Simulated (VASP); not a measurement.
# TiAl3 (Pmm2) in VASP: a series of runs

TiAl3 is run at these levels: revPBE, LDA; tasks: single point.

All numbers are computed with VASP 6.6.1; they aren't measurements. Logs are shortened: lines on timing, memory, paths and dates and some standing lists are left out, and cuts for length are marked.

## 1. The cell of the first run

Symmetry: Pmm2, No. 25, orthorhombic system. Conventional cell: a = 2.840 Å, b = 4.681 Å, c = 4.901 Å, α = 90.00°, β = 90.00°, γ = 90.00°. Ti (site symmetry mm2) has 10 Al at 2.83 to 2.85 Å and 2 Ti at 2.84 Å within 3.7 Å. Al (site symmetry mm2) has 10 Al at 2.81 to 2.86 Å and 2 Ti at 2.85 Å within 3.7 Å. Al (site symmetry mm2) has 8 Al at 2.81 to 2.86 Å and 4 Ti at 2.85 Å within 3.7 Å. Al (site symmetry mm2) has 4 Ti at 2.83 to 2.84 Å and 8 Al at 2.84 to 2.86 Å within 3.7 Å.

## 2. Single point, revPBE

INCAR

```
  GGA = RE
  ISMEAR = 1
  SIGMA = 0.1
  LWAVE = F
  LCHARG = F
  ISIF = 2
  PREC = Accurate
  LASPH = T
  LREAL = F
  ALGO = Normal
  EDIFF = 1E-6
  NELM = 120
  GGA_COMPAT = F
  ENCUT = 400
```

KPOINTS

```
k-points
0
Gamma
  12 7 7
```

POSCAR

```
TiAl3
1.0
    2.8396770000      0.0000000000      0.0000000000
    0.0000000000      4.6812640000      0.0000000000
    0.0000000000      0.0000000000      4.9007420000
Ti Al
1 3
Direct
    0.0000000000      0.5000000000      0.1659160000
    0.0000000000      0.0000000000      0.8359000000
    0.5000000000      0.0000000000      0.3309120000
    0.5000000000      0.5000000000      0.6672710000
```

Potentials or basis: VASP PAW PBE potentials, release 64 (Ti_sv, Al).

The run is started by

```
> cat potpaw_PBE.64/Ti_sv/POTCAR potpaw_PBE.64/Al/POTCAR > POTCAR
> mpirun -np 1 vasp_std > vasp.out
```

OUTCAR:

```text
GGA = RE
   ISMEAR = 1
   ISIF = 2
   PREC = Accurate
   LASPH = T
   LREAL = F
   EDIFF = 1E-6
   NELM = 120
   ENCUT = 400

 Found    112 irreducible k-points:

 Following reciprocal coordinates:
            Coordinates               Weight
  0.000000  0.000000  0.000000      1.000000
  0.083333  0.000000  0.000000      2.000000
  0.166667  0.000000  0.000000      2.000000
  0.250000  0.000000  0.000000      2.000000
  0.333333  0.000000  0.000000      2.000000
  0.416667  0.000000  0.000000      2.000000
   k-points           NKPTS =    112   k-points in BZ     NKDIM =    112   number of bands    NBANDS=     14
   number of dos      NEDOS =    301   number of ions     NIONS =      4
   total plane-waves  NPLWV =  20480
   dimension x,y,z NGX =    20 NGY =   32 NGZ =   32
   dimension x,y,z NGXF=    40 NGYF=   64 NGZF=   64
   ions per type =               1   3
   NGX,Y,Z   is equivalent  to a cutoff of  11.71, 11.36, 10.86 a.u.
   NGXF,Y,Z  is equivalent  to a cutoff of  23.42, 22.73, 21.71 a.u.
 SYSTEM =  unknown system
   PREC   = accura    normal or accurate (medium, high low for compatibility)
   ISTART =      0    job   : 0-new  1-cont  2-samecut
   ICHARG =      2    charge: 1-file 2-atom 10-const
   ISPIN  =      1    spin polarized calculation?
   LNONCOLLINEAR =      F non collinear calculations
   LSORBIT =      F    spin-orbit coupling
   LASPH  =      T    aspherical Exc in radial PAW
   ENCUT  =  400.0 eV  29.40 Ry    5.42 a.u.   4.63  7.63  7.99*2*pi/ulx,y,z
   NELM   =    120;   NELMIN=  2; NELMDL= -5     # of ELM steps
   EDIFF  = 0.1E-05   stopping-criterion for ELM
   LREAL  =      F    real-space projection
   EDIFFG = 0.1E-04   stopping-criterion for IOM
   NSW    =      0    number of steps for IOM
   IBRION =     -1    ionic relax: 0-MD 1-quasi-New 2-CG
   NFREE  =      0    steps in history (QN), initial steepest desc. (CG)
   ISIF   =      2    stress and relaxation
   ISYM   =      2    0-nonsym 1-usesym 2-fastsym
   POTIM  = 0.5000    time-step for ionic-motion
   TEBEG  =    0.0;   TEEND  =   0.0 temperature during run

   SCALEE = 1.0000    scale energy and forces
   PSTRESS=    0.0 pullay stress
   NELECT =      21.0000    total number of electrons
   NUPDOWN=      -1.0000    fix difference up-down
   EMIN   =  10.00;   EMAX   =-10.00  energy-range for DOS
   EFERMI =   0.00;   METHOD = LEGACY
   ISMEAR =     1;   SIGMA  =   0.10  broadening in eV -4-tet -1-fermi 0-gaus
   EFERMI_NEDOS =   21; number of points for ismear=-14 and -15
   IALGO  =     38    algorithm
   IMIX   =      4    mixing-type and parameters
     AMIX     =   0.40;   BMIX     =  1.00
     AMIX_MAG =   1.60;   BMIX_MAG =  1.00
  volume/ion in A,a.u.               =      16.29       109.91
  Fermi-wavevector in a.u.,A,eV,Ry     =   1.122492  2.121202 17.143184  1.259988
  Thomas-Fermi vector in A             =   2.259152
   LORBIT       =      0    0 simple, 1 ext, 2 COOP (PROOUT), +10 PAW based schemes
   GGA     = RE    functional components
   LHFCALC =     F    Hartree Fock is set to
   AEXX    =    0.0000 exact exchange contribution
   IVDW    =     0    specifies the selected vdW correction
   LEPSILON=     F    determine dielectric tensor
   LRPA    =     F    only Hartree local field effects (RPA)

   CSHIFT  =0.1000    complex shift for real part using Kramers Kronig

   OMEGAMAX=  -1.0    maximum frequency
 non-spin polarized calculation
 Methfessel and Paxton  Order N= 1 SIGMA  =   0.10
  energy-cutoff  :      400.00
  volume of cell :       65.15
 maximum number of plane-waves:      1201
 NGX is ok and might be reduce to    20
   NGX =  9   NGY = 15   NGZ = 15

 number of electron      21.0000006 magnetization

 Free energy of the ion-electron system (eV)
  ---------------------------------------------------
  ext. energy  EPLUGINS =         0.00000000
  ---------------------------------------------------
  free energy    TOTEN  =       -19.11062539 eV

  energy without entropy =      -19.11170760  energy(sigma->0) =      -19.11098613

 E-fermi :   8.1372     XC(G=0): -10.5792

 val. band max:        8.1276286095   @ k =   0.0000   0.4286   0.2857
 cond. band min:       8.1467330509   @ k =   0.5000   0.0000   0.2857
 fundamental gap:      0.0191044414
 Fermi energy:         8.1372472490

 k-point     1 :       0.0000    0.0000    0.0000
  band No.  band energies     occupation
      1     -48.4820      2.00000
      2     -24.7690      2.00000
      3     -24.7678      2.00000
      4     -24.3892      2.00000
      5      -1.9921      2.00000
      6       3.0720      2.00000
      7       4.3024      2.00000
      8       4.6322      2.00000
      9       5.5164      2.00000
     10       7.3673      2.00000
     11       7.7707      2.00000
     12      10.4890      0.00000
     13      10.5545      0.00000
     14      10.8561      0.00000

 k-point     2 :       0.0833    0.0000    0.0000
  band No.  band energies     occupation
      1     -48.4785      2.00000
      2     -24.7656      2.00000
      3     -24.7643      2.00000
      4     -24.4191      2.00000
      5      -1.8623      2.00000
      6       3.1888      2.00000
      7       4.3923      2.00000
      8       4.7246      2.00000
      9       5.6643      2.00000
     10       7.4438      2.00000
     11       7.8332      2.00015
     12      10.0605     -0.00000
     13      10.0960     -0.00000
     14      11.1060      0.00000

 k-point     3 :       0.1667    0.0000    0.0000
  band No.  band energies     occupation
      1     -48.4690      2.00000
      2     -24.7561      2.00000
      3     -24.7547      2.00000
      4     -24.5002      2.00000
      5      -1.4750      2.00000
      6       3.5358      2.00000
      7       4.6522      2.00000
      8       4.9933      2.00000
      9       6.0932      2.00000
     10       7.6621      2.00000
     11       7.8569      2.00054
     12       9.5243     -0.00000
     13       9.5694     -0.00000
     14      11.0433      0.00000

 k-point     4 :       0.2500    0.0000    0.0000
  band No.  band energies     occupation
      1     -48.4558      2.00000
      2     -24.7432      2.00000
      3     -24.7416      2.00000
      4     -24.6097      2.00000
      5      -0.8359      2.00000
      6       4.1009      2.00000
      7       5.0466      2.00000
      8       5.4065      2.00000
      9       6.7594      2.00000
     10       7.1660      2.00000
     11       7.9814      2.04994
     12       9.1204     -0.00000
     13       9.1766     -0.00000
     14      10.4315      0.00000

 k-point     5 :       0.3333    0.0000    0.0000
  band No.  band energies     occupation
      1     -48.4424      2.00000
      2     -24.7303      2.00000
      3     -24.7284      2.00000
      4     -24.7177      2.00000
      5       0.0467      2.00000
      6       4.8520      2.00000
      7       5.4914      2.00000
      8       5.6648      2.00000
      9       5.8839      2.00000
     10       7.5863      2.00000
     11       8.3121     -0.03301
     12       8.9397     -0.00000
     13       9.0439     -0.00000
     14      10.4523      0.00000

 k-point     6 :       0.4167    0.0000    0.0000
  band No.  band energies     occupation
      1     -48.4328      2.00000
      2     -24.7960      2.00000
      3     -24.7208      2.00000
      4     -24.7187      2.00000
      5       1.1616      2.00000
      6       4.0148      2.00000
      7       5.6939      2.00000
      8       5.8645      2.00000
      9       6.2686      2.00000
     10       8.3399     -0.01468
     11       8.5846     -0.00000
     12       9.0882     -0.00000
     13       9.2446     -0.00000
     14       9.4867     -0.00000

 [... further k-points ...]
[... 5 lines left out ...]
  --------------------------------------------------------------------------------------
  -------------------------------------------------------------------------------------
  Total        0.1486612      0.6741195      0.7086414      0.0000000      0.0000000      0.0000000
  in kB        3.6560680     16.5788178     17.4278244      0.0000000      0.0000000      0.0000000
  external PRESSURE =      12.5542367 kB  Pullay stress =       0.0000000 kB

 VOLUME and BASIS-vectors are now :
 -----------------------------------------------------------------------------
  energy-cutoff  :      400.00
  volume of cell :       65.15
      direct lattice vectors                 reciprocal lattice vectors
     2.839677000  0.000000000  0.000000000     0.352152727  0.000000000  0.000000000
     0.000000000  4.681264000  0.000000000     0.000000000  0.213617519  0.000000000
     0.000000000  0.000000000  4.900742000     0.000000000  0.000000000  0.204050734

 POSITION                                       TOTAL-FORCE (eV/Angst)
 -----------------------------------------------------------------------------------
      0.00000      2.34063      0.81311         0.000000      0.000000     -0.041146
      0.00000      0.00000      4.09653         0.000000      0.000000     -0.006382
      1.41984      0.00000      1.62171         0.000000      0.000000      0.046257
      1.41984      2.34063      3.27012         0.000000      0.000000      0.001271
 -----------------------------------------------------------------------------------
    total drift:                               -0.000000      0.000000      0.000082

  FREE ENERGIE OF THE ION-ELECTRON SYSTEM (eV)
  ---------------------------------------------------
  free  energy   TOTEN  =       -19.1106253948 eV

  energy  without entropy=      -19.1117076047  energy(sigma->0) =      -19.11098613
```

Run time: 39 s. Hardware: 1 thread of AMD EPYC 9R14 (Zen 4), shared host; peak memory 0.17 GiB.

What came out:

```yaml
Free_energy: -19.1106 eV
Pressure: 1.3 GPa
Largest_force: 0.046 eV/Å
Band_gap_on_the_k_mesh: zero (an odd number of electrons rules out a gap without spin polarisation)
```

Forces on the atoms (eV/Å):
```
Ti   0.000  0.000 -0.041
Al   0.000  0.000 -0.006
Al   0.000  0.000  0.046
Al   0.000  0.000  0.001
```

Stress tensor (GPa, compression positive):
```
0.37 0.00 0.00
0.00 1.66 0.00
0.00 0.00 1.74
```

Levels at points of the mesh, in eV from the Fermi level:
| k point | band 8 | band 9 | band 10 | band 11 | band 12 | band 13 | band 14 |
| --- | --- | --- | --- | --- | --- | --- | --- |
| (0.00, 0.00, 0.00) | -3.51 | -2.62 | -0.77 | -0.37 | 2.35 | 2.42 | 2.72 |
| (0.50, 0.00, 0.00) | -1.96 | -1.73 | 0.38 | 0.60 | 0.73 | 1.36 | 1.54 |

Caveat: the PAW data sets were made with another functional, which shifts forces and pressure a little.

[end of part 1 of 2]
